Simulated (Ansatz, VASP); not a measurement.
# Ga: VASP beside Ansatz

```xyz
1
Lattice="-1.6721 1.6721 1.6721 1.6721 -1.6721 1.6721 1.6721 1.6721 -1.6721" Properties=species:S:1:pos:R:3 pbc="T T T"
Ga    0.0000    0.0000    0.0000
```

Alike in both runs: task single point; functional PBEsol; k mesh 15 × 15 × 15; occupations fermi-dirac, width 0.1 eV; no spin polarisation.

|  | VASP | Ansatz |
| --- | --- | --- |
| version | VASP 6.6.1 | Ansatz 0.2.0 |
| potentials or method | VASP PAW PBE potentials, release 64 (Ga_d), cutoff 500 eV | plane waves (420 eV) with PAW, scalar-relativistic |
| valence electrons in the cell | 13 | 13 |

|  | VASP | Ansatz | Ansatz less VASP |
| --- | --- | --- | --- |
| pressure (GPa) | -2.2 | -2.2 | -0.03 |

VASP's potentials were made for PBE, not for PBEsol, and Ansatz warns of the same on its side.
